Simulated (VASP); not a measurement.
# Ta (Im-3m) in VASP: a series of runs

Ta is run at these levels: PBE; tasks: single point, relaxation of cell and atoms.

All numbers are computed with VASP 6.6.1; they aren't measurements. Logs are shortened: lines on timing, memory, paths and dates and some standing lists are left out, and cuts for length are marked.

### Step 1. The cell of the first run

Symmetry: Im-3m, No. 229, cubic system. The conventional cell has a = 3.317 Å, b = 3.317 Å, c = 3.317 Å, α = 90.00°, β = 90.00°, γ = 90.00°. Ta (site symmetry m-3m) has 14 Ta at 2.87 to 3.32 Å within 3.8 Å.

### Step 2. Single point, PBE

INCAR reads:

```
  PREC = Accurate
  ENCUT = 500
  EDIFF = 1E-6
  ISMEAR = 0
  SIGMA = 0.1
  LREAL = False
  LASPH = True
  NELM = 120
  ALGO = Normal
  ISIF = 2
  LWAVE = False
  LCHARG = False
  GGA = PE
  NBANDS = 12
  GGA_COMPAT = False
```

KPOINTS reads:

```
regular mesh
0
Gamma
  8 8 8
```

POSCAR reads:

```
Ta
1.0
   -1.6584224799      1.6584224799      1.6584224799
    1.6584224799     -1.6584224799      1.6584224799
    1.6584224799      1.6584224799     -1.6584224799
Ta
1
Direct
    0.0000000000      0.0000000000      0.0000000000
```

Potentials or basis: VASP PAW PBE potentials, release 64 (Ta_pv).

Run with:

```bash
> cat potpaw_PBE.64/Ta_pv/POTCAR > POTCAR
> mpirun -np 1 vasp_std > vasp.out
```

OUTCAR:

```text
PREC = Accurate
   ENCUT = 500
   EDIFF = 1E-6
   ISMEAR = 0
   LREAL = False
   LASPH = True
   NELM = 120
   ISIF = 2
   GGA = PE

 ion  position               nearest neighbor table
   1  0.000  0.000  0.000-

  LATTYP: Found a body centered cubic cell.
 ALAT       =     3.3168449598

  Lattice vectors:

 A1 = (  -1.6584224799,   1.6584224799,   1.6584224799)
 A2 = (   1.6584224799,  -1.6584224799,   1.6584224799)
 A3 = (   1.6584224799,   1.6584224799,  -1.6584224799)

Analysis of symmetry for initial positions (statically):
=====================================================================
 Subroutine PRICEL returns:
 Original cell was already a primitive cell.

 Routine SETGRP: Setting up the symmetry group for a
 body centered cubic supercell.

 Subroutine GETGRP returns: Found 48 space group operations
 (whereof 48 operations were pure point group operations)
 out of a pool of 48 trial point group operations.

The static configuration has the point symmetry O_h .

Analysis of symmetry for dynamics (positions and initial velocities):
=====================================================================
 Subroutine PRICEL returns:
 Original cell was already a primitive cell.

 Routine SETGRP: Setting up the symmetry group for a
 body centered cubic supercell.

 Subroutine GETGRP returns: Found 48 space group operations
 (whereof 48 operations were pure point group operations)
 out of a pool of 48 trial point group operations.

The dynamic configuration has the point symmetry O_h .

 Subroutine INISYM returns: Found 48 space group operations
 (whereof 48 operations are pure point group operations),
 and found     1 'primitive' translations

----------------------------------------------------------------------------------------

                                     Primitive cell

  volume of cell :      18.2451

  direct lattice vectors                    reciprocal lattice vectors
    -1.658422480  1.658422480  1.658422480     0.000000000  0.301491331  0.301491331
     1.658422480 -1.658422480  1.658422480     0.301491331  0.000000000  0.301491331
     1.658422480  1.658422480 -1.658422480     0.301491331  0.301491331  0.000000000

  length of vectors
     2.872471996  2.872471996  2.872471996     0.426373129  0.426373129  0.426373129

  position of ions in fractional coordinates (direct lattice)
     0.000000000  0.000000000  0.000000000

  ion indices of the primitive-cell ions
   primitive index   ion index
                 1           1

----------------------------------------------------------------------------------------

 KPOINTS: regular mesh

Automatic generation of k-mesh.
 Grid dimensions read from file:
 generate k-points for:    8    8    8

 Generating k-lattice:

  Cartesian coordinates                     Fractional coordinates (reciprocal lattice)
     0.000000000  0.037686416  0.037686416     0.125000000  0.000000000  0.000000000
     0.037686416  0.000000000  0.037686416     0.000000000  0.125000000  0.000000000
     0.037686416  0.037686416  0.000000000     0.000000000  0.000000000  0.125000000

  Length of vectors
     0.053296641  0.053296641  0.053296641

  Shift w.r.t. Gamma in fractional coordinates (k-lattice)
     0.000000000  0.000000000  0.000000000

 Subroutine IBZKPT returns following result:
 ===========================================

 Found     29 irreducible k-points:

 Following reciprocal coordinates:
            Coordinates               Weight
  0.000000  0.000000  0.000000      1.000000
  0.125000  0.000000  0.000000     12.000000
  0.250000  0.000000  0.000000     12.000000
  0.375000  0.000000  0.000000     12.000000
  0.500000  0.000000  0.000000      6.000000
  0.125000  0.125000  0.000000     24.000000
[... 16 lines left out ...]
 -0.250000  0.250000  0.250000      6.000000
 -0.375000  0.375000  0.250000     24.000000
 [... further k-points ...]
   k-points           NKPTS =     29   k-points in BZ     NKDIM =     29   number of bands    NBANDS=     12
   number of dos      NEDOS =    301   number of ions     NIONS =      1
   total plane-waves  NPLWV =  13824
   dimension x,y,z NGX =    24 NGY =   24 NGZ =   24
   dimension x,y,z NGXF=    48 NGYF=   48 NGZF=   48
   ions per type =               1
   NGX,Y,Z   is equivalent  to a cutoff of  13.89, 13.89, 13.89 a.u.
   NGXF,Y,Z  is equivalent  to a cutoff of  27.78, 27.78, 27.78 a.u.
 SYSTEM =  unknown system
   PREC   = accura    normal or accurate (medium, high low for compatibility)
   ISTART =      0    job   : 0-new  1-cont  2-samecut
   ICHARG =      2    charge: 1-file 2-atom 10-const
   ISPIN  =      1    spin polarized calculation?
   LNONCOLLINEAR =      F non collinear calculations
   LSORBIT =      F    spin-orbit coupling
   LASPH  =      T    aspherical Exc in radial PAW
   ENCUT  =  500.0 eV  36.75 Ry    6.06 a.u.   5.24  5.24  5.24*2*pi/ulx,y,z
   NELM   =    120;   NELMIN=  2; NELMDL= -5     # of ELM steps
   EDIFF  = 0.1E-05   stopping-criterion for ELM
   LREAL  =      F    real-space projection
   EDIFFG = 0.1E-04   stopping-criterion for IOM
   NSW    =      0    number of steps for IOM
   IBRION =     -1    ionic relax: 0-MD 1-quasi-New 2-CG
   NFREE  =      0    steps in history (QN), initial steepest desc. (CG)
   ISIF   =      2    stress and relaxation
   ISYM   =      2    0-nonsym 1-usesym 2-fastsym
   POTIM  = 0.5000    time-step for ionic-motion
   TEBEG  =    0.0;   TEEND  =   0.0 temperature during run
   PSTRESS=    0.0 pullay stress
   NELECT =      11.0000    total number of electrons
   NUPDOWN=      -1.0000    fix difference up-down
   EMIN   =  10.00;   EMAX   =-10.00  energy-range for DOS
   EFERMI =   0.00;   METHOD = LEGACY
   ISMEAR =     0;   SIGMA  =   0.10  broadening in eV -4-tet -1-fermi 0-gaus
   EFERMI_NEDOS =   21; number of points for ismear=-14 and -15
   IALGO  =     38    algorithm
   IMIX   =      4    mixing-type and parameters
     AMIX     =   0.40;   BMIX     =  1.00
     AMIX_MAG =   1.60;   BMIX_MAG =  1.00
  volume/ion in A,a.u.               =      18.25       123.12
  Fermi-wavevector in a.u.,A,eV,Ry     =   1.383005  2.613501 26.023918  1.912704
  Thomas-Fermi vector in A             =   2.507644
   LORBIT       =      0    0 simple, 1 ext, 2 COOP (PROOUT), +10 PAW based schemes
   GGA     = PE    functional components
   LHFCALC =     F    Hartree Fock is set to
   AEXX    =    0.0000 exact exchange contribution
   IVDW    =     0    specifies the selected vdW correction
   LEPSILON=     F    determine dielectric tensor
   LRPA    =     F    only Hartree local field effects (RPA)
 non-spin polarized calculation
 Gauss-broadening in eV      SIGMA  =   0.10
  energy-cutoff  :      500.00
  volume of cell :       18.25
 maximum number of plane-waves:       476
 NGX is ok and might be reduce to    24
   NGX = 11   NGY = 11   NGZ = 11

 number of electron      11.0000001 magnetization

 Free energy of the ion-electron system (eV)
  ---------------------------------------------------
  ext. energy  EPLUGINS =         0.00000000
  ---------------------------------------------------
  free energy    TOTEN  =       -11.83563910 eV

  energy without entropy =      -11.83150720  energy(sigma->0) =      -11.83357315

 E-fermi :   5.4095     XC(G=0): -12.5467

 val. band max:        5.3130959246   @ k =   0.2500   0.0000   0.0000
 cond. band min:       5.4617079167   @ k =  -0.2500   0.2500   0.1250
 fundamental gap:      0.1486119921
 Fermi energy:         5.4094899362

 k-point     1 :       0.0000    0.0000    0.0000
  band No.  band energies     occupation
      1     -27.7077      2.00000
      2     -27.7077      2.00000
      3     -27.7077      2.00000
      4      -2.4852      2.00000
      5       6.1337      0.00000
      6       6.1337      0.00000
      7       6.1337      0.00000
      8       9.3590      0.00000
      9       9.3590      0.00000
     10      20.0808      0.00000
     11      20.3292      0.00000
     12      20.3292      0.00000

 k-point     2 :       0.1250    0.0000    0.0000
  band No.  band energies     occupation
      1     -27.8852      2.00000
      2     -27.7627      2.00000
      3     -27.7086      2.00000
      4      -1.8187      2.00000
      5       5.7192      0.00001
      6       5.9555      0.00000
      7       6.8006      0.00000
      8       8.8348      0.00000
      9       9.3723      0.00000
     10      20.0803      0.00000
     11      20.8466      0.00000
     12      21.5018      0.00000

 k-point     3 :       0.2500    0.0000    0.0000
  band No.  band energies     occupation
      1     -28.2947      2.00000
      2     -27.8934      2.00000
      3     -27.7109      2.00000
      4      -0.2157      2.00000
      5       4.8666      2.00000
      6       5.3131      1.82719
      7       8.6914      0.00000
      8       8.7814      0.00000
      9       9.5424      0.00000
     10      20.0760      0.00000
     11      20.4684      0.00000
     12      21.9596      0.00000
[... 286 lines left out ...]
 k-point    23 :      -0.2500    0.2500    0.2500
  band No.  band energies     occupation
      1     -28.3163      2.00000
      2     -28.0943      2.00000
      3     -28.0943      2.00000
      4       1.6760      2.00000
      5       4.4917      2.00000
      6       6.6434      0.00000
      7       6.6434      0.00000
      8       8.5649      0.00000
      9      10.3521      0.00000
     10      19.8850      0.00000
     11      20.1188      0.00000
     12      24.5499      0.00000

 k-point    24 :      -0.3750    0.3750    0.2500
  band No.  band energies     occupation
      1     -28.5495      2.00000
      2     -28.2319      2.00000
      3     -28.1281      2.00000
      4       2.5862      2.00000
      5       3.4541      2.00000
      6       6.6546      0.00000
      7       7.3287      0.00000
      8      10.7535      0.00000
      9      10.8306      0.00000
     10      19.1975      0.00000
     11      20.0924      0.00000
     12      21.4748      0.00000

 [... further k-points ...]

------------------------ aborting loop because EDIFF is reached ----------------------------------------

  FORCE on cell =-STRESS in cart. coord.  units (eV):
  Direction    XX          YY          ZZ          XY          YZ          ZX
  --------------------------------------------------------------------------------------
  -------------------------------------------------------------------------------------
  Total       -0.1725320     -0.1725320     -0.1725320      0.0000000     -0.0000000      0.0000000
  in kB      -15.1507666    -15.1507666    -15.1507666      0.0000000     -0.0000000      0.0000000
  external PRESSURE =     -15.1507666 kB  Pullay stress =       0.0000000 kB

 VOLUME and BASIS-vectors are now :
 -----------------------------------------------------------------------------
  energy-cutoff  :      500.00
  volume of cell :       18.25
      direct lattice vectors                 reciprocal lattice vectors
    -1.658422480  1.658422480  1.658422480     0.000000000  0.301491331  0.301491331
     1.658422480 -1.658422480  1.658422480     0.301491331  0.000000000  0.301491331
     1.658422480  1.658422480 -1.658422480     0.301491331  0.301491331  0.000000000

 POSITION                                       TOTAL-FORCE (eV/Angst)
 -----------------------------------------------------------------------------------
      0.00000      0.00000      0.00000         0.000000      0.000000     -0.000000
 -----------------------------------------------------------------------------------
    total drift:                                0.000000      0.000000      0.000000

  FREE ENERGIE OF THE ION-ELECTRON SYSTEM (eV)
  ---------------------------------------------------
  free  energy   TOTEN  =       -11.8356390968 eV

  energy  without entropy=      -11.8315071978  energy(sigma->0) =      -11.83357315
```

Wall time 7.5 s (1 thread of Intel Xeon 8259CL, shared host); peak memory 0.14 GiB.

What came out:

```
Free energy : -11.8356 eV
Pressure    : -1.5 GPa
```

Caveat: spin-orbit coupling is left out, which moves the levels of the heavy elements.

### Step 3. Single point, PBE

INCAR reads:

```
SYSTEM = Ta
  PREC = Accurate
  ENCUT = 500
  EDIFF = 1E-6
  ISMEAR = 0
  SIGMA = 0.1
  LREAL = .FALSE.
  LASPH = .TRUE.
  NELM = 120
  ALGO = Normal
  ISIF = 2
  LWAVE = .FALSE.
  LCHARG = .TRUE.
  GGA = PE
  LELF = .TRUE.
  LVHAR = .TRUE.
  NBANDS = 12
  GGA_COMPAT = .FALSE.
```

KPOINTS reads:

```
regular mesh
0
G
  18 18 18
  0 0 0
```

POSCAR reads:

```
Ta
1.0
   -1.6594079754      1.6594079754      1.6594079754
    1.6594079754     -1.6594079754      1.6594079754
    1.6594079754      1.6594079754     -1.6594079754
Ta
1
Direct
    0.0000000000      0.0000000000      0.0000000000
```

Potentials or basis: VASP PAW PBE potentials, release 64 (Ta_pv).

Run with:

```bash
> cat potpaw_PBE.64/Ta_pv/POTCAR > POTCAR
> mpirun -np 1 vasp_std > vasp.out
```

Wall time 42 s (1 thread of Intel Xeon 8259CL, shared host); peak memory 0.17 GiB.

Results (log left out):

| Property | Result |
| --- | --- |
| Free energy | -11.8162 eV |
| Pressure | 0.1 GPa |

Levels at points of the mesh, in eV from the Fermi level:
```tsv
k point	band 2	band 3	band 4	band 5	band 6	band 7	band 8	band 9
(0.00, 0.00, 0.00)	-33.14	-33.14	-7.87	0.72	0.72	0.72	3.95	3.95
(0.50, 0.00, 0.00)	-33.50	-33.15	-4.32	-1.51	1.51	3.82	4.83	7.65
(0.50, 0.50, 0.50)	-33.92	-33.92	-3.73	-3.73	6.71	6.71	6.71	8.51
```

Caveat: spin-orbit coupling is left out, which moves the levels of the heavy elements.

### Step 4. Relaxation of cell and atoms, PBE

INCAR reads:

```
SYSTEM = Ta
PREC = Accurate
ENCUT = 500
EDIFF = 1E-7
ISMEAR = 0
SIGMA = 0.1
LREAL = .FALSE.
LASPH = .TRUE.
NELM = 120
ALGO = Normal
ISIF = 3
LWAVE = .FALSE.
LCHARG = .FALSE.
GGA = PE
IBRION = 2
NSW = 100
EDIFFG = -0.005
GGA_COMPAT = .FALSE.
NELMIN = 4
```

KPOINTS reads:

```
Automatic mesh
0
G
  18 18 18
  0 0 0
```

POSCAR reads:

```
Ta
1.0
   -1.6584224799      1.6584224799      1.6584224799
    1.6584224799     -1.6584224799      1.6584224799
    1.6584224799      1.6584224799     -1.6584224799
Ta
1
Direct
    0.0000000000      0.0000000000      0.0000000000
```

Potentials or basis: VASP PAW PBE potentials, release 64 (Ta_pv).

Run with:

```bash
> cat potpaw_PBE.64/Ta_pv/POTCAR > POTCAR
> mpirun -np 1 vasp_std > vasp.out
```

OUTCAR:

```text
SYSTEM = Ta
   PREC = Accurate
   ENCUT = 500
   EDIFF = 1E-7
   ISMEAR = 0
   LREAL = .FALSE.
   LASPH = .TRUE.
   NELM = 120
   ISIF = 3
   GGA = PE
   IBRION = 2
   NSW = 100
   EDIFFG = -0.005
   NELMIN = 4

 ion  position               nearest neighbor table
   1  0.000  0.000  0.000-

  LATTYP: Found a body centered cubic cell.
 ALAT       =     3.3168449598

  Lattice vectors:

 A1 = (  -1.6584224799,   1.6584224799,   1.6584224799)
 A2 = (   1.6584224799,  -1.6584224799,   1.6584224799)
 A3 = (   1.6584224799,   1.6584224799,  -1.6584224799)

Analysis of symmetry for initial positions (statically):
=====================================================================
 Subroutine PRICEL returns:
 Original cell was already a primitive cell.

 Routine SETGRP: Setting up the symmetry group for a
 body centered cubic supercell.

 Subroutine GETGRP returns: Found 48 space group operations
[... 9 lines left out ...]

[... 160 lines left out ...]
  Direction    XX          YY          ZZ          XY          YZ          ZX
  --------------------------------------------------------------------------------------
  -------------------------------------------------------------------------------------
  Total        0.0504671      0.0504671      0.0504671      0.0000000      0.0000000     -0.0000000
  in kB        4.4317302      4.4317302      4.4317302      0.0000000      0.0000000     -0.0000000
  external PRESSURE =       4.4317302 kB  Pullay stress =       0.0000000 kB
[... 57 lines left out ...]
--------------------------------------- Ionic step        3  -------------------------------------------

 number of electron      11.0000001 magnetization

 Free energy of the ion-electron system (eV)
  ---------------------------------------------------
  ext. energy  EPLUGINS =         0.00000000
  ---------------------------------------------------
  free energy    TOTEN  =       -11.81618550 eV

  energy without entropy =      -11.81009764  energy(sigma->0) =      -11.81314157

 E-fermi :   5.3746     XC(G=0): -12.5410

 val. band max:        5.3541880559   @ k =   0.1111   0.1111   0.0000
 cond. band min:       5.3763413857   @ k =   0.3333   0.1667   0.0556
 fundamental gap:      0.0221533298
 Fermi energy:         5.3746070607

 k-point     1 :       0.0000    0.0000    0.0000
  band No.  band energies     occupation
      1     -27.7660      2.00000
      2     -27.7660      2.00000
      3     -27.7660      2.00000
      4      -2.4936      2.00000
      5       6.0996      0.00000
      6       6.0996      0.00000
      7       6.0996      0.00000
      8       9.3194      0.00000
      9       9.3194      0.00000
[... 265 lines left out ...]
 k-point    24 :       0.3889    0.1111    0.0000
  band No.  band energies     occupation
      1     -28.8133      2.00000
      2     -28.1579      2.00000
      3     -27.8215      2.00000
      4       1.4376      2.00000
      5       3.9831      2.00000
      6       5.9801      0.00000
      7       9.0651      0.00000
      8      10.3316      0.00000
      9      13.1165      0.00000

 [... further k-points ...]
[... 5 lines left out ...]
  --------------------------------------------------------------------------------------
  -------------------------------------------------------------------------------------
  Total        0.0009380      0.0009380      0.0009380      0.0000000     -0.0000000      0.0000000
  in kB        0.0821911      0.0821911      0.0821911      0.0000000     -0.0000000      0.0000000
  external PRESSURE =       0.0821911 kB  Pullay stress =       0.0000000 kB
[... 16 lines left out ...]
  FREE ENERGIE OF THE ION-ELECTRON SYSTEM (eV)
  ---------------------------------------------------
  free  energy   TOTEN  =       -11.8161855026 eV

  energy  without entropy=      -11.8100976361  energy(sigma->0) =      -11.81314157

 reached required accuracy - stopping structural energy minimisation
```

Run time: 75 s. Hardware: 1 thread of Intel Xeon 8259CL, shared host; peak memory 0.17 GiB.

Results:

| Property | Result |
| --- | --- |
| Free energy | -11.8162 eV |
| Relaxed volume | 18.29 Å³/atom |
| Relaxed cell | a = 2.875 Å, b = 2.875 Å, c = 2.875 Å, α = 109.47°, β = 109.47°, γ = 109.47° |
| Space group after relaxing (to 0.05 Å) | Im-3m (No. 229) |
| Energy gained by relaxing | 0.1 meV/atom |
| Ionic steps | 3 |
| Pressure after relaxing | 0.0 GPa |

Final structure:
```
Ta
1.0
    -1.65965    1.65965    1.65965
     1.65965   -1.65965    1.65965
     1.65965    1.65965   -1.65965
Ta
1
Direct
  0.00000 0.00000 0.00000
```

Caveat: spin-orbit coupling is left out, which moves the levels of the heavy elements.

### Step 5. Overview

```tsv
task	cell	k mesh	gap on the mesh (eV)	pressure (GPa)
single point	a = 2.872 Å, angles 109.5°, 1 atom	8 × 8 × 8	none	-1.5
single point	a = 2.874 Å, angles 109.5°, 1 atom	18 × 18 × 18	none	0.1
relaxation of cell and atoms	relaxed from a = 2.872 Å, angles 109.5°, 1 atom	18 × 18 × 18	none	0.0
```

Alike in all rows: level PBE; potentials or basis VASP PAW PBE potentials, release 64 (Ta_pv); no spin polarisation; cutoff (eV) 500; smearing gaussian 0.1 eV.

Caveats: spin-orbit coupling is left out, which moves the levels of the heavy elements.

Total energies depend on the potentials used, so only differences within one code and one set of settings carry meaning.
